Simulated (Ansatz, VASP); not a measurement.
# WS2: VASP beside Ansatz

Contents of POSCAR:

```
WS2
1.0
    3.1822015400      0.0000000000      0.0000000000
   -1.5911007700      2.7558673700      0.0000000000
    0.0000000000      0.0000000000     13.0629547400
W S
2 4
Direct
    0.3333333300      0.6666666700      0.2500000000
    0.6666666700      0.3333333300      0.7500000000
    0.3333333300      0.6666666700      0.6305972800
    0.6666666700      0.3333333300      0.1305972800
    0.3333333300      0.6666666700      0.8694027200
    0.6666666700      0.3333333300      0.3694027200
```

INCAR.step1

```
SYSTEM = WS2
  PREC = Accurate
  ENCUT = 550
  ISMEAR = -1
  SIGMA = 0.02
  LREAL = .FALSE.
  LASPH = .TRUE.
  NELM = 120
  NBANDS = 35
  GGA = PE
  ALGO = Normal
  EDIFF = 1E-5
  LWAVE = .TRUE.
  LCHARG = .FALSE.
  GGA_COMPAT = .FALSE.
```

File INCAR.step2:

```
SYSTEM = WS2
  PREC = Accurate
  ENCUT = 550
  EDIFF = 1E-6
  ISMEAR = -1
  SIGMA = 0.02
  LREAL = .FALSE.
  LASPH = .TRUE.
  NELM = 120
  ALGO = Normal
  ISIF = 2
  LWAVE = .FALSE.
  LCHARG = .FALSE.
  METAGGA = R2SCAN
  LMIXTAU = .TRUE.
  NBANDS = 35
  ISTART = 1
  GGA_COMPAT = .FALSE.
```

KPOINTS

```
regular mesh
0
G
  12 12 2
  0 0 0
```

Input for Ansatz:

```yaml
crystal:
  lattice:
    - [3.18220154, 0.0, 0.0]
    - [-1.59110077, 2.75586737, 0.0]
    - [0.0, 0.0, 13.06295474]
  atoms:
    - { symbol: W, position: [0.33333333, 0.66666667, 0.25] }
    - { symbol: W, position: [0.66666667, 0.33333333, 0.75] }
    - { symbol: S, position: [0.33333333, 0.66666667, 0.63059728] }
    - { symbol: S, position: [0.66666667, 0.33333333, 0.13059728] }
    - { symbol: S, position: [0.33333333, 0.66666667, 0.86940272] }
    - { symbol: S, position: [0.66666667, 0.33333333, 0.36940272] }
  symmetry: { tolerance: 0.0003 }
hamiltonian:
  xc: r2scan
  pseudopotentials: { kind: paw, azcp: { folder: soft_1 } }
basis:
  ecutwfc: 500
magnetization:
  spin_polarized: false
scf:
  occupations: { method: fermi_dirac, width: 0.02 }
kpoints:
  mp_grid: { grid: [12, 12, 2], shift: [0, 0, 0] }
  band_path:
    path:
      - [0.0, 0.0, 0.0]
      - [0.5, 0.0, 0.0]
      - [0.33333333, 0.33333333, 0.0]
      - [0.0, 0.0, 0.0]
      - [0.0, 0.0, 0.5]
      - [0.5, 0.0, 0.5]
      - [0.33333333, 0.33333333, 0.5]
      - [0.0, 0.0, 0.5]
      - [0.5, 0.0, 0.5]
      - [0.5, 0.0, 0.0]
      - [0.33333333, 0.33333333, 0.5]
    npoints: 11
output:
  forces: true
  stress: true
  eigenvalues: true
  bader: true
  populations: true
  elf: true
  write_potential: true
  write_density: true
  volumetric_format: npy
  dos:
    e_range: [-12, 8]
    de: 0.05
    projected: { site_lists: { S: [S], W: [W] } }
```

Alike in both runs: task single point; functional r2SCAN; k mesh 12 × 12 × 2; occupations fermi-dirac, width 0.02 eV; no spin polarisation.

|  | VASP | Ansatz |
| --- | --- | --- |
| version | VASP 6.6.1 | Ansatz 0.2.0 |
| potentials or method | VASP PAW PBE potentials, release 64 (W_sv, S), cutoff 550 eV | PAW plane waves |
| valence electrons in the cell | 52 | 52 |

```csv
,VASP,Ansatz,Ansatz less VASP
gap on the k mesh at the Fermi level (eV),1.38,1.37,-0.009
pressure (GPa),0.1,0.0,-0.13
"traceless stress, the component that is largest in VASP (GPa)",-0.05,0.01,+0.062
rms of the force components (eV/Å),0.005,0.002,-0.0033
```

VASP's potentials were made for PBE, not for r2SCAN. Atom by atom the forces differ by 0.007 eV/Å (rms over components).

Neither program's run includes spin-orbit coupling.
